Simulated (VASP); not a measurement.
# Na (Pm-3m) in VASP: further runs

The runs below take Na through single point, with LDA.

Everything below comes from runs of VASP 6.6.1. Logs are shortened: lines on timing, memory, paths and dates and some standing lists are left out, and cuts for length are marked.

**1. The cell of the first run**

Symmetry: Pm-3m, No. 221, cubic system. Conventional cell: a = 3.293 Å, b = 3.293 Å, c = 3.293 Å, α = 90.00°, β = 90.00°, γ = 90.00°. Na (site symmetry m-3m) has 6 Na at 3.29 Å within 4.3 Å.

This isn't the form of Na at room conditions, which is bcc.

**2. Single point, LDA**

POSCAR

```
Na
1.0
    3.2932823598      0.0000000000      0.0000000000
    0.0000000000      3.2932823598      0.0000000000
    0.0000000000      0.0000000000      3.2932823598
Na
1
Direct
    0.0000000000      0.0000000000      0.0000000000
```

INCAR.step1

```
PREC = Accurate ; ENCUT = 520
EDIFF = 1E-7 ; ISMEAR = -1
SIGMA = 0.05 ; LREAL = F
LASPH = T ; NELM = 100
ALGO = Normal ; ISIF = 2
LWAVE = F ; LCHARG = T
NBANDS = 10
```

KPOINTS.step1

```
Automatic mesh
0
Gamma
  12 12 12
```

INCAR.step2

```
PREC = Accurate ; ENCUT = 520
EDIFF = 1E-7 ; ISMEAR = -5
SIGMA = 0.05 ; LREAL = F
LASPH = T ; NELM = 100
ALGO = Normal ; ISIF = 2
LWAVE = F ; LCHARG = F
LORBIT = 11 ; NEDOS = 2001
ICHARG = 11
```

KPOINTS.step2

```
Automatic mesh
0
Gamma
  18 18 18
```

Potentials or basis: VASP PAW LDA potentials, release 64 (Na_pv).

Launch:

```console
$ cat potpaw_LDA.64/Na_pv/POTCAR > POTCAR
$ cp INCAR.step1 INCAR
$ cp KPOINTS.step1 KPOINTS
$ mpirun -np 1 vasp_std > vasp.out
$ cp INCAR.step2 INCAR
$ cp KPOINTS.step2 KPOINTS
$ mpirun -np 1 vasp_std > vasp.out
```

OUTCAR:

```text
PREC = Accurate
   ENCUT = 520
   EDIFF = 1E-7
   ISMEAR = -5
   LREAL = F
   LASPH = T
   NELM = 100
   ISIF = 2
   LORBIT = 11
   ICHARG = 11

 ion  position               nearest neighbor table
   1  0.000  0.000  0.000-

  LATTYP: Found a simple cubic cell.
 ALAT       =     3.2932823598

  Lattice vectors:

 A1 = (   3.2932823598,   0.0000000000,   0.0000000000)
 A2 = (   0.0000000000,   3.2932823598,   0.0000000000)
 A3 = (   0.0000000000,   0.0000000000,   3.2932823598)

Analysis of symmetry for initial positions (statically):
=====================================================================
 Subroutine PRICEL returns:
 Original cell was already a primitive cell.

 Routine SETGRP: Setting up the symmetry group for a
 simple cubic supercell.

 Subroutine GETGRP returns: Found 48 space group operations
 (whereof 48 operations were pure point group operations)
 out of a pool of 48 trial point group operations.

The static configuration has the point symmetry O_h .

Analysis of symmetry for dynamics (positions and initial velocities):
=====================================================================
 Subroutine PRICEL returns:
 Original cell was already a primitive cell.

 Routine SETGRP: Setting up the symmetry group for a
 simple cubic supercell.

 Subroutine GETGRP returns: Found 48 space group operations
 (whereof 48 operations were pure point group operations)
 out of a pool of 48 trial point group operations.

The dynamic configuration has the point symmetry O_h .

 Subroutine INISYM returns: Found 48 space group operations
 (whereof 48 operations are pure point group operations),
 and found     1 'primitive' translations

----------------------------------------------------------------------------------------

                                     Primitive cell

  volume of cell :      35.7180

  direct lattice vectors                    reciprocal lattice vectors
     3.293282360  0.000000000  0.000000000     0.303648425  0.000000000  0.000000000
     0.000000000  3.293282360  0.000000000     0.000000000  0.303648425  0.000000000
     0.000000000  0.000000000  3.293282360     0.000000000  0.000000000  0.303648425

  length of vectors
     3.293282360  3.293282360  3.293282360     0.303648425  0.303648425  0.303648425

  position of ions in fractional coordinates (direct lattice)
     0.000000000  0.000000000  0.000000000

  ion indices of the primitive-cell ions
   primitive index   ion index
                 1           1

----------------------------------------------------------------------------------------

 KPOINTS: Automatic mesh

Automatic generation of k-mesh.
 Grid dimensions read from file:
 generate k-points for:   18   18   18

 Generating k-lattice:

  Cartesian coordinates                     Fractional coordinates (reciprocal lattice)
     0.016869357  0.000000000  0.000000000     0.055555556  0.000000000  0.000000000
     0.000000000  0.016869357  0.000000000     0.000000000  0.055555556  0.000000000
     0.000000000  0.000000000  0.016869357     0.000000000  0.000000000  0.055555556

  Length of vectors
     0.016869357  0.016869357  0.016869357

  Shift w.r.t. Gamma in fractional coordinates (k-lattice)
     0.000000000  0.000000000  0.000000000

 TETIRR: Found   2900 inequivalent tetrahedra from    34992

 Subroutine IBZKPT returns following result:
 ===========================================

 Found    220 irreducible k-points:

 Following reciprocal coordinates:
            Coordinates               Weight
  0.000000  0.000000  0.000000      1.000000
  0.055556  0.000000  0.000000      6.000000
  0.111111  0.000000  0.000000      6.000000
  0.166667  0.000000  0.000000      6.000000
  0.222222  0.000000  0.000000      6.000000
  0.277778  0.000000  0.000000      6.000000
[... 16 lines left out ...]
  0.277778  0.111111  0.000000     24.000000
  0.333333  0.111111  0.000000     24.000000
 [... further k-points ...]
   k-points           NKPTS =    220   k-points in BZ     NKDIM =    220   number of bands    NBANDS=      7
   number of dos      NEDOS =   2001   number of ions     NIONS =      1
   total plane-waves  NPLWV =  13824
   dimension x,y,z NGX =    24 NGY =   24 NGZ =   24
   dimension x,y,z NGXF=    48 NGYF=   48 NGZF=   48
   ions per type =               1
   NGX,Y,Z   is equivalent  to a cutoff of  12.12, 12.12, 12.12 a.u.
   NGXF,Y,Z  is equivalent  to a cutoff of  24.23, 24.23, 24.23 a.u.
 SYSTEM =  unknown system
   PREC   = accura    normal or accurate (medium, high low for compatibility)
   ISTART =      0    job   : 0-new  1-cont  2-samecut
   ICHARG =     11    charge: 1-file 2-atom 10-const
   ISPIN  =      1    spin polarized calculation?
   LNONCOLLINEAR =      F non collinear calculations
   LSORBIT =      F    spin-orbit coupling
   LASPH  =      T    aspherical Exc in radial PAW
   ENCUT  =  520.0 eV  38.22 Ry    6.18 a.u.   6.12  6.12  6.12*2*pi/ulx,y,z
   NELM   =    100;   NELMIN=  2; NELMDL=  0     # of ELM steps
   EDIFF  = 0.1E-06   stopping-criterion for ELM
   LREAL  =      F    real-space projection
   EDIFFG = 0.1E-05   stopping-criterion for IOM
   NSW    =      0    number of steps for IOM
   IBRION =     -1    ionic relax: 0-MD 1-quasi-New 2-CG
   NFREE  =      0    steps in history (QN), initial steepest desc. (CG)
   ISIF   =      2    stress and relaxation
   ISYM   =      2    0-nonsym 1-usesym 2-fastsym
   POTIM  = 0.5000    time-step for ionic-motion
   TEBEG  =    0.0;   TEEND  =   0.0 temperature during run
   PSTRESS=    0.0 pullay stress
   NELECT =       7.0000    total number of electrons
   NUPDOWN=      -1.0000    fix difference up-down
   EMIN   =  10.00;   EMAX   =-10.00  energy-range for DOS
   EFERMI =   0.00;   METHOD = LEGACY
   ISMEAR =    -5;   SIGMA  =   0.05  broadening in eV -4-tet -1-fermi 0-gaus
   EFERMI_NEDOS =   21; number of points for ismear=-14 and -15
   IALGO  =     38    algorithm
   IMIX   =      4    mixing-type and parameters
     AMIX     =   0.40;   BMIX     =  1.00
     AMIX_MAG =   1.60;   BMIX_MAG =  1.00
  volume/ion in A,a.u.               =      35.72       241.04
  Fermi-wavevector in a.u.,A,eV,Ry     =   0.950923  1.796983 12.303122  0.904254
  Thomas-Fermi vector in A             =   2.079345
   LORBIT       =     11    0 simple, 1 ext, 2 COOP (PROOUT), +10 PAW based schemes
   GGA     = CA    functional components
   LHFCALC =     F    Hartree Fock is set to
   AEXX    =    0.0000 exact exchange contribution
   IVDW    =     0    specifies the selected vdW correction
   LEPSILON=     F    determine dielectric tensor
   LRPA    =     F    only Hartree local field effects (RPA)
 non-spin polarized calculation
 Fermi weights with tetrahedron method with Bloechl corrections
  energy-cutoff  :      520.00
  volume of cell :       35.72
 maximum number of plane-waves:       984

 number of electron       7.0000018 magnetization

 Free energy of the ion-electron system (eV)
  ---------------------------------------------------
  ext. energy  EPLUGINS =         0.00000000
  ---------------------------------------------------
  free energy    TOTEN  =        -1.33223998 eV

  energy without entropy =       -1.33223998  energy(sigma->0) =       -1.33223998

 E-fermi :   0.2980     XC(G=0):  -6.8229

 val. band max:        0.3975302341   @ k =   0.5000   0.0556   0.0556
 cond. band min:       0.3483611503   @ k =   0.4444   0.2222   0.0000
 fundamental gap:     -0.0491690838
 Fermi energy:         0.2979608658

 k-point     1 :       0.0000    0.0000    0.0000
  band No.  band energies     occupation
      1     -24.8024      2.00000
      2     -24.8024      2.00000
      3     -24.8024      2.00000
      4      -3.0866      2.00000
      5       8.9000      0.00000
      6       8.9000      0.00000
      7      10.4072      0.00000

 k-point     2 :       0.0556    0.0000    0.0000
  band No.  band energies     occupation
      1     -24.8044      2.00000
      2     -24.8022      2.00000
      3     -24.8022      2.00000
      4      -3.0422      2.00000
      5       8.2938      0.00000
      6       8.9399      0.00000
      7      10.4416      0.00000

 k-point     3 :       0.1111    0.0000    0.0000
  band No.  band energies     occupation
      1     -24.8104      2.00000
      2     -24.8017      2.00000
      3     -24.8017      2.00000
      4      -2.9093      2.00000
      5       7.2361      0.00000
      6       9.0592      0.00000
      7      10.5450      0.00000

 k-point     4 :       0.1667    0.0000    0.0000
  band No.  band energies     occupation
      1     -24.8195      2.00000
      2     -24.8009      2.00000
      3     -24.8009      2.00000
      4      -2.6885      2.00000
      5       6.1208      0.00000
      6       9.2566      0.00000
      7      10.7173      0.00000

 k-point     5 :       0.2222    0.0000    0.0000
  band No.  band energies     occupation
      1     -24.8306      2.00000
      2     -24.8000      2.00000
      3     -24.8000      2.00000
      4      -2.3811      2.00000
      5       5.0246      0.00000
      6       9.5291      0.00000
      7      10.9583      0.00000

 k-point     6 :       0.2778    0.0000    0.0000
  band No.  band energies     occupation
      1     -24.8424      2.00000
      2     -24.7990      2.00000
      3     -24.7990      2.00000
      4      -1.9885      2.00000
      5       3.9733      0.00000
      6       9.8710      0.00000
      7      11.2673      0.00000

 k-point     7 :       0.3333    0.0000    0.0000
  band No.  band energies     occupation
      1     -24.8535      2.00000
      2     -24.7980      2.00000
      3     -24.7980      2.00000
      4      -1.5127      2.00000
      5       2.9795      0.00000
      6      10.2701      0.00000
      7      11.6424      0.00000
[... 121 lines left out ...]
 k-point    20 :       0.1111    0.1111    0.0000
  band No.  band energies     occupation
      1     -24.8100      2.00000
      2     -24.8093      2.00000
      3     -24.8010      2.00000
      4      -2.7325      2.00000
      5       7.0835      0.00000
      6       7.8207      0.00000
      7      10.6669      0.00000

 k-point    21 :       0.1667    0.1111    0.0000
  band No.  band energies     occupation
      1     -24.8187      2.00000
      2     -24.8088      2.00000
      3     -24.8002      2.00000
      4      -2.5125      2.00000
      5       6.2202      0.00000
      6       7.7697      0.00000
      7      10.8519      0.00000

 k-point    22 :       0.2222    0.1111    0.0000
  band No.  band energies     occupation
      1     -24.8298      2.00000
      2     -24.8078      2.00000
      3     -24.7993      2.00000
      4      -2.2061      2.00000
      5       5.1653      0.00000
      6       8.0003      0.00000
      7      11.0999      0.00000

 k-point    23 :       0.2778    0.1111    0.0000
  band No.  band energies     occupation
      1     -24.8415      2.00000
      2     -24.8067      2.00000
      3     -24.7983      2.00000
      4      -1.8148      2.00000
      5       4.1272      0.00000
      6       8.3342      0.00000
      7      11.3810      0.00000

 k-point    24 :       0.3333    0.1111    0.0000
  band No.  band energies     occupation
      1     -24.8525      2.00000
      2     -24.8057      2.00000
      3     -24.7974      2.00000
      4      -1.3405      2.00000
      5       3.1393      0.00000
      6       8.7492      0.00000
      7      11.5996      0.00000

 [... further k-points ...]

------------------------ aborting loop because EDIFF is reached ----------------------------------------

  FORCE on cell =-STRESS in cart. coord.  units (eV):
  Direction    XX          YY          ZZ          XY          YZ          ZX
  --------------------------------------------------------------------------------------
  -------------------------------------------------------------------------------------
  Total       -0.0092314     -0.0092314     -0.0092314      0.0000000     -0.0000000     -0.0000000
  in kB       -0.4140875     -0.4140875     -0.4140875      0.0000000     -0.0000000     -0.0000000
  external PRESSURE =      -0.4140875 kB  Pullay stress =       0.0000000 kB

 VOLUME and BASIS-vectors are now :
 -----------------------------------------------------------------------------
  energy-cutoff  :      520.00
  volume of cell :       35.72
      direct lattice vectors                 reciprocal lattice vectors
     3.293282360  0.000000000  0.000000000     0.303648425  0.000000000  0.000000000
     0.000000000  3.293282360  0.000000000     0.000000000  0.303648425  0.000000000
     0.000000000  0.000000000  3.293282360     0.000000000  0.000000000  0.303648425

 POSITION                                       TOTAL-FORCE (eV/Angst)
 -----------------------------------------------------------------------------------
      0.00000      0.00000      0.00000         0.000000      0.000000      0.000000
 -----------------------------------------------------------------------------------
    total drift:                               -0.000000     -0.000000     -0.000000

  FREE ENERGIE OF THE ION-ELECTRON SYSTEM (eV)
  ---------------------------------------------------
  free  energy   TOTEN  =        -1.3322399839 eV

  energy  without entropy=       -1.3322399839  energy(sigma->0) =       -1.33223998

 total charge

# of ion       s       p       d       tot
------------------------------------------
    1        0.111   5.964   0.000   6.075
```

Run time: 14 s. Hardware: 1 thread of Intel Xeon Platinum 8375C at 2.90GHz (Ice Lake), shared host; peak memory 0.15 GiB.

Results:

```
Valence electrons inside the program's atomic spheres : Na 6.08
```

Levels at points of the mesh, in eV from the Fermi level:
```tsv
k point	band 1	band 2	band 3	band 4	band 5	band 6	band 7
(0.00, 0.00, 0.00)	-25.10	-25.10	-25.10	-3.38	8.60	8.60	10.11
(0.50, 0.00, 0.00)	-25.17	-25.09	-25.09	0.02	0.18	10.95	12.54
(0.50, 0.50, 0.00)	-25.16	-25.16	-25.09	3.14	3.14	3.32	4.25
(0.50, 0.50, 0.50)	-25.15	-25.15	-25.15	6.13	6.13	6.13	6.30
```

Caveat: tetrahedron occupations give inexact forces and stress in metals.

**3. Single point, LDA (35.72 Å³/atom)**

POSCAR is that of step 2.

INCAR.step1

```
ALGO = Normal ; EDIFF = 1E-7
ENCUT = 520 ; GGA = CA
ISIF = 2 ; ISMEAR = -1
LASPH = T ; LCHARG = T
LREAL = F ; LWAVE = F
NBANDS = 10 ; NELM = 60
PREC = Accurate ; SIGMA = 0.05
```

KPOINTS.step1

```
k-points
0
Gamma
  12 12 12
```

INCAR.step2

```
ALGO = Normal ; EDIFF = 1E-7
ENCUT = 520 ; GGA = CA
ICHARG = 11 ; ISIF = 2
ISMEAR = -5 ; LASPH = T
LCHARG = F ; LORBIT = 11
LREAL = F ; LWAVE = F
NBANDS = 10 ; NEDOS = 2001
NELM = 60 ; PREC = Accurate
SIGMA = 0.05
```

KPOINTS.step2

```
k-points
0
Gamma
  18 18 18
```

Potentials or basis: VASP PAW LDA potentials, release 64 (Na_pv).

Launch:

```console
$ cat potpaw_LDA.64/Na_pv/POTCAR > POTCAR
$ cp INCAR.step1 INCAR
$ cp KPOINTS.step1 KPOINTS
$ mpirun -np 1 vasp_std > vasp.out
$ cp INCAR.step2 INCAR
$ cp KPOINTS.step2 KPOINTS
$ mpirun -np 1 vasp_std > vasp.out
```

OUTCAR:

```text
EDIFF = 1E-7
   ENCUT = 520
   GGA = CA
   ICHARG = 11
   ISIF = 2
   ISMEAR = -5
   LASPH = T
   LORBIT = 11
   LREAL = F
   NELM = 60
   PREC = Accurate

 ion  position               nearest neighbor table
   1  0.000  0.000  0.000-

  LATTYP: Found a simple cubic cell.
 ALAT       =     3.2932823598

  Lattice vectors:

 A1 = (   3.2932823598,   0.0000000000,   0.0000000000)
 A2 = (   0.0000000000,   3.2932823598,   0.0000000000)
 A3 = (   0.0000000000,   0.0000000000,   3.2932823598)

Analysis of symmetry for initial positions (statically):
[... 496 lines left out ...]
  Direction    XX          YY          ZZ          XY          YZ          ZX
  --------------------------------------------------------------------------------------
  -------------------------------------------------------------------------------------
  Total       -0.0092975     -0.0092975     -0.0092975      0.0000000      0.0000000     -0.0000000
  in kB       -0.4170508     -0.4170508     -0.4170508      0.0000000      0.0000000     -0.0000000
  external PRESSURE =      -0.4170508 kB  Pullay stress =       0.0000000 kB

 VOLUME and BASIS-vectors are now :
 -----------------------------------------------------------------------------
  energy-cutoff  :      520.00
  volume of cell :       35.72
      direct lattice vectors                 reciprocal lattice vectors
     3.293282360  0.000000000  0.000000000     0.303648425  0.000000000  0.000000000
     0.000000000  3.293282360  0.000000000     0.000000000  0.303648425  0.000000000
     0.000000000  0.000000000  3.293282360     0.000000000  0.000000000  0.303648425

 POSITION                                       TOTAL-FORCE (eV/Angst)
 -----------------------------------------------------------------------------------
      0.00000      0.00000      0.00000         0.000000      0.000000      0.000000
 -----------------------------------------------------------------------------------
    total drift:                                0.000000     -0.000000     -0.000000

  FREE ENERGIE OF THE ION-ELECTRON SYSTEM (eV)
  ---------------------------------------------------
  free  energy   TOTEN  =        -1.3322399843 eV

  energy  without entropy=       -1.3322399843  energy(sigma->0) =       -1.33223998

 total charge

# of ion       s       p       d       tot
------------------------------------------
    1        0.111   5.964   0.000   6.075
```

OUTCAR.step1:

```text
EDIFF = 1E-7
   ENCUT = 520
   GGA = CA
   ISIF = 2
   ISMEAR = -1
   LASPH = T
[... 526 lines left out ...]

 POSITION                                       TOTAL-FORCE (eV/Angst)
 -----------------------------------------------------------------------------------
      0.00000      0.00000      0.00000         0.000000      0.000000      0.000000
 -----------------------------------------------------------------------------------
    total drift:                                0.000000     -0.000000      0.000000

  FREE ENERGIE OF THE ION-ELECTRON SYSTEM (eV)
  ---------------------------------------------------
  free  energy   TOTEN  =        -1.3332147576 eV

  energy  without entropy=       -1.3287569701  energy(sigma->0) =       -1.33098586
```

It took 18 s on 1 thread of Intel Xeon Platinum 8375C at 2.90GHz (Ice Lake), shared host; peak memory 0.17 GiB.

What came out:

| Quantity | Value |
| --- | --- |
| Valence electrons inside the program's atomic spheres | Na 6.08 |

Caveat: tetrahedron occupations give inexact forces and stress in metals.
